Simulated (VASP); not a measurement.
# Ge (Fd-3m) in VASP: a series of runs, part 2 of 2

VASP 6.6.1.

## (3) Single point, r2SCAN

POSCAR reads:

```
Ge
1.0
    0.0000000000      2.8368735121      2.8368735121
    2.8368735121      0.0000000000      2.8368735121
    2.8368735121      2.8368735121      0.0000000000
Ge
2
Direct
    0.0000000000      0.0000000000      0.0000000000
    0.2500000000      0.2500000000      0.2500000000
```

INCAR.step1 reads:

```
SYSTEM = Ge
PREC     = Accurate       ! precision mode
ENCUT    = 520            ! plane-wave cutoff, eV
ISMEAR   = -1             ! smearing method
SIGMA    = 0.02           ! smearing width, eV
LREAL    = .False.        ! projectors in reciprocal space
LASPH    = .True.         ! aspherical terms in the spheres
NELM     = 60             ! most SCF steps
NBANDS   = 21             ! bands
GGA      = PE             ! functional
ALGO     = Normal         ! electronic algorithm
EDIFF    = 1E-4           ! SCF threshold, eV
LWAVE    = .True.         ! write WAVECAR
LCHARG   = .False.        ! write CHGCAR
```

INCAR.step2 reads:

```
SYSTEM = Ge
PREC     = Accurate       ! precision mode
ENCUT    = 520            ! plane-wave cutoff, eV
EDIFF    = 1E-7           ! SCF threshold, eV
ISMEAR   = -1             ! smearing method
SIGMA    = 0.02           ! smearing width, eV
LREAL    = .False.        ! projectors in reciprocal space
LASPH    = .True.         ! aspherical terms in the spheres
NELM     = 60             ! most SCF steps
ALGO     = Normal         ! electronic algorithm
ISIF     = 2              ! what is computed and relaxed
LWAVE    = .False.        ! write WAVECAR
LCHARG   = .False.        ! write CHGCAR
METAGGA  = R2SCAN         ! meta-GGA
LMIXTAU  = .True.       
NBANDS   = 21             ! bands
ISTART   = 1
```

KPOINTS reads:

```
regular mesh
0
Gamma
  8 8 8
  0 0 0
```

Potentials or basis: VASP PAW PBE potentials, release 64 (Ge_d).

Started as:

```sh
$ cat potpaw_PBE.64/Ge_d/POTCAR > POTCAR
$ cp INCAR.step1 INCAR
$ mpirun -np 1 vasp_std > vasp.out
$ cp INCAR.step2 INCAR
$ mpirun -np 1 vasp_std > vasp.out
```

OUTCAR:

```text
SYSTEM = Ge
   PREC = Accurate
   ENCUT = 520
   EDIFF = 1E-7
   ISMEAR = -1
   LREAL = .False.
   LASPH = .True.
   NELM = 60
   ISIF = 2
   METAGGA = R2SCAN
   ISTART = 1

 ion  position               nearest neighbor table
   1  0.000  0.000  0.000-   2 2.46   2 2.46   2 2.46   2 2.46
   2  0.250  0.250  0.250-   1 2.46   1 2.46   1 2.46   1 2.46

  LATTYP: Found a face centered cubic cell.
 ALAT       =     5.6737470242

  Lattice vectors:

 A1 = (   0.0000000000,   2.8368735121,   2.8368735121)
 A2 = (   2.8368735121,   0.0000000000,   2.8368735121)
 A3 = (   2.8368735121,   2.8368735121,   0.0000000000)

Analysis of symmetry for initial positions (statically):
=====================================================================
 Subroutine PRICEL returns:
 Original cell was already a primitive cell.

 Routine SETGRP: Setting up the symmetry group for a
 face centered cubic supercell.

 Subroutine GETGRP returns: Found 48 space group operations
 (whereof 24 operations were pure point group operations)
[... 154 lines left out ...]
   NGX = 15   NGY = 15   NGZ = 15

 number of electron      28.0000015 magnetization

 Free energy of the ion-electron system (eV)
  ---------------------------------------------------
  ext. energy  EPLUGINS =         0.00000000
  ---------------------------------------------------
  free energy    TOTEN  =       -27.73591310 eV

  energy without entropy =      -27.73591231  energy(sigma->0) =      -27.73591271

 E-fermi :   4.8921     XC(G=0): -10.7744

 val. band max:        4.7200775647   @ k =   0.0000   0.0000   0.0000
 cond. band min:       5.0430615872   @ k =   0.0000   0.0000   0.0000
 fundamental gap:      0.3229840225
 Fermi energy:         4.8921451708

 k-point     1 :       0.0000    0.0000    0.0000
  band No.  band energies     occupation
      1     -20.7631      2.00000
      2     -20.7631      2.00000
      3     -20.7631      2.00000
      4     -20.7244      2.00000
      5     -20.7244      2.00000
      6     -20.5114      2.00000
[... 565 lines left out ...]
     20      16.3180      0.00000
     21      16.8117      0.00000

 [... further k-points ...]
[... 5 lines left out ...]
  --------------------------------------------------------------------------------------
  -------------------------------------------------------------------------------------
  Total        0.0077329      0.0077329      0.0077329      0.0000000      0.0000000     -0.0000000
  in kB        0.2713324      0.2713324      0.2713324      0.0000000      0.0000000     -0.0000000
  external PRESSURE =       0.2713324 kB  Pullay stress =       0.0000000 kB

 VOLUME and BASIS-vectors are now :
 -----------------------------------------------------------------------------
  energy-cutoff  :      520.00
  volume of cell :       45.66
      direct lattice vectors                 reciprocal lattice vectors
     0.000000000  2.836873512  2.836873512    -0.176250368  0.176250368  0.176250368
     2.836873512  0.000000000  2.836873512     0.176250368 -0.176250368  0.176250368
     2.836873512  2.836873512  0.000000000     0.176250368  0.176250368 -0.176250368

 POSITION                                       TOTAL-FORCE (eV/Angst)
 -----------------------------------------------------------------------------------
      0.00000      0.00000      0.00000        -0.000000     -0.000000     -0.000000
      1.41844      1.41844      1.41844         0.000000      0.000000      0.000000
 -----------------------------------------------------------------------------------
    total drift:                                0.000000     -0.000000      0.000000

  FREE ENERGIE OF THE ION-ELECTRON SYSTEM (eV)
  ---------------------------------------------------
  free  energy   TOTEN  =       -27.7359131010 eV

  energy  without entropy=      -27.7359123146  energy(sigma->0) =      -27.73591271
```

Wall time 1.9 min (1 thread of AMD EPYC 7R43 (Zen 3), shared host); peak memory 0.14 GiB.

What came out:

- Free energy: -27.7359 eV
- Pressure: 0.0 GPa
- Band gap on the k mesh: 0.32 eV, direct

Levels at points of the mesh, in eV from the valence-band top:
| k point | band 12 | band 13 | band 14 | band 15 | band 16 | band 17 |
| --- | --- | --- | --- | --- | --- | --- |
| (0.00, 0.00, 0.00) | 0.00 | 0.00 | 0.00 | 0.32 | 2.71 | 2.71 |
| (0.50, 0.00, 0.00) | -7.83 | -1.47 | -1.47 | 0.42 | 3.99 | 3.99 |
| (0.50, 0.50, 0.00) | -9.18 | -3.20 | -3.20 | 0.98 | 0.98 | 10.03 |

Caveat: the PAW data sets were made with another functional, which shifts forces and pressure a little. A k mesh can miss the band edges.

## (4) Relaxation of cell and atoms, PBE

This run uses another cell than the first one, of 21.28 Å³/atom, 0.932 times its volume.

INCAR reads:

```
SYSTEM = Ge
ALGO = Normal
EDIFF = 1E-6
EDIFFG = -0.005
ENCUT = 600
GGA = PE
IBRION = 2
ISIF = 3
ISMEAR = -1
LASPH = .True.
LCHARG = .False.
LREAL = .False.
LWAVE = .False.
NELM = 60
NSW = 80
PREC = Accurate
SIGMA = 0.02
```

KPOINTS reads:

```
k-points
0
Gamma
  8 8 8
  0 0 0
```

POSCAR reads:

```
Ge
1.0
    0.0000000000      2.7712812921      2.7712812921
    2.7712812921      0.0000000000      2.7712812921
    2.7712812921      2.7712812921      0.0000000000
Ge
2
Direct
    0.0000000000      0.0000000000      0.0000000000
    0.2500000000      0.2500000000      0.2500000000
```

Started as:

```sh
$ cat potpaw_PBE.64/Ge_d/POTCAR > POTCAR
$ mpirun -np 1 vasp_std > vasp.out
```

It took 98 s on 1 thread of AMD EPYC 7R43 (Zen 3), shared host; peak memory 0.16 GiB.

The run converged. Its results:

```
Free energy                            : -9.0260 eV
Relaxed volume                         : 23.90 Å³/atom
Relaxed cell                           : a = 4.074 Å, b = 4.074 Å, c = 4.074 Å, α = 60.00°, β = 60.00°, γ = 60.00°
Space group after relaxing (to 0.05 Å) : Fd-3m (No. 227)
Energy gained by relaxing              : 65.2 meV/atom
Ionic steps                            : 6
Pressure after relaxing                : 0.0 GPa
Band gap on the k mesh                 : zero (filled and empty bands touch)
```

Step by step:
| step | energy change (eV) | largest force (eV/Å) | pressure (GPa) | volume (Å³) |
| --- | --- | --- | --- | --- |
| 1 | 0.0000 | 0.0000 | 8.93 | 42.57 |
| 2 | -0.1087 | 0.0000 | -2.71 | 50.30 |
| 3 | -0.1303 | 0.0000 | 0.07 | 47.77 |
| 4 | -0.1303 | 0.0000 | -0.25 | 47.88 |
| 5 | -0.1302 | 0.0000 | 0.20 | 47.64 |
| 6 | -0.1303 | 0.0000 | 0.00 | 47.80 |

Final structure:
```
CELL_PARAMETERS angstrom
0.00000 2.88047 2.88047
2.88047 0.00000 2.88047
2.88047 2.88047 0.00000
ATOMIC_POSITIONS crystal
Ge 0.00000 0.00000 0.00000
Ge 0.25000 0.25000 0.25000
```

Levels at points of the mesh, in eV from the Fermi level:
```tsv
k point	band 10	band 11	band 12	band 13	band 14	band 15	band 16	band 17	band 18
(0.00, 0.00, 0.00)	-24.51	-12.36	-0.45	0.01	0.01	0.01	2.53	2.53	2.53
(0.50, 0.00, 0.00)	-24.49	-10.41	-7.35	-1.32	-1.32	0.03	3.72	3.72	7.11
(0.50, 0.50, 0.00)	-24.48	-8.68	-8.68	-2.88	-2.88	0.82	0.82	9.08	9.08
```
